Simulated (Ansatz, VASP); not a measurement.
**One calculation of Ag, two programs**

```
Ag
1.0
     0.00000    2.81409    2.81409
     2.81409    0.00000    2.81409
     2.81409    2.81409    0.00000
Ag
2
Direct
  0.85250 0.88250 0.88250
  0.14750 0.11750 0.11750
```

Change from the starting cell: shortest bond scaled by 0.94, crystal datasets.

Alike in both runs: task electric field gradients; functional PBEsol; k mesh 9 × 9 × 9; occupations fermi-dirac, width 0.05 eV; no spin polarisation.

|  | VASP | Ansatz |
| --- | --- | --- |
| version | VASP 6.6.1 | Ansatz 0.2.0 |
| potentials or method | VASP PAW PBE potentials, release 64 (Ag), cutoff 520 eV | all-electron PAW with datasets made for the crystal, scalar-relativistic |

|  | VASP | Ansatz | Ansatz less VASP |
| --- | --- | --- | --- |
| pressure (GPa) | 17.0 | 17.4 | +0.47 |
| traceless stress, the component that is largest in VASP (GPa) | -7.41 | -7.59 | -0.183 |
| rms of the force components (eV/Å) | 1.379 | 1.412 | +0.0330 |
| size of Vzz on the site where it differs most (V/Å²) | 31.1 | 4.1 | -26.93 |

VASP's potentials were made for PBE, not for PBEsol. Atom by atom the forces differ by 0.033 eV/Å (rms over components). Ansatz ran all-electron here, and VASP with PAW potentials.
